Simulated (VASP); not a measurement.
The system is ZnO.

```
Zn O
1.0
     3.24931    0.00000    0.00000
    -1.62465    2.81398    0.00000
     0.00000    0.00000    5.20571
Zn O
2 2
Direct
  0.33333 0.66667 0.49909
  0.66667 0.33333 0.99909
  0.66667 0.33333 0.37992
  0.33333 0.66667 0.87992
```

Base run:

* Program: VASP 6.6.1
* Functional: PBEsol
* Potentials or basis: VASP PAW PBE potentials, release 64 (Zn, O)
* Cutoff: 520 eV
* k mesh: 8 × 8 × 5
* Occupations: fermi-dirac, width 0.02 eV
* Spin: no spin polarisation

Its results: band gap on the k mesh 0.68 eV; pressure -0.5 GPa; largest force 0.003 eV/Å.

Problem. The run is repeated on the same cell with these changes: functional from PBEsol to LDA; potentials or basis from VASP PAW PBE potentials, release 64 (Zn, O) to VASP PAW LDA potentials, release 64 (Zn, O). What comes out?

Solution. Band gap on the k mesh 0.74 eV; pressure -6.0 GPa; largest force 0.004 eV/Å.

Caveats: the PAW data sets were made with another functional, which shifts forces and pressure a little (at least some runs); the cell stands under tension (at least some runs).

